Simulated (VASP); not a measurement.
Si: single point with PBEsol

The system is Si.

```
Si
1.0
     0.00000    2.71681    2.71681
     2.71681    0.00000    2.71681
     2.71681    2.71681    0.00000
Si
2
Direct
  0.75000 0.75000 0.75000
  0.50000 0.50000 0.50000
```

- Program: VASP 6.6.1
- Task: single point
- Functional: PBEsol
- Potentials or basis: VASP PAW PBE potentials, release 64 (Si)
- Cutoff: 520 eV
- k mesh: 12 × 12 × 12
- Occupations: gaussian, width 0.01 eV
- Spin: no spin polarisation

* Pressure: 0.1 GPa
* Band gap on the k mesh: 0.46 eV, indirect (least direct gap 2.52 eV)

Levels at points of the mesh, in eV from the valence-band top:
```
           k point  band 1  band 2  band 3  band 4  band 5  band 6  band 7  band 8
(0.00, 0.00, 0.00)  -11.98    0.00    0.00    0.00    2.52    2.52    2.52    3.31
(0.50, 0.00, 0.00)   -9.63   -7.01   -1.20   -1.20    1.46    3.27    3.27    7.51
(0.50, 0.50, 0.00)   -7.82   -7.82   -2.87   -2.87    0.59    0.59   10.05   10.05
```

Run time: 24 s on 1 thread of Intel(R) Xeon(R) Platinum 8259CL CPU @ 2.50GHz (Skylake/Cascade Lake), with other jobs on the host, peak memory 0.17 GiB.

Caveat: the PAW data sets were made with another functional, which shifts forces and pressure a little. A k mesh can miss the band edges.
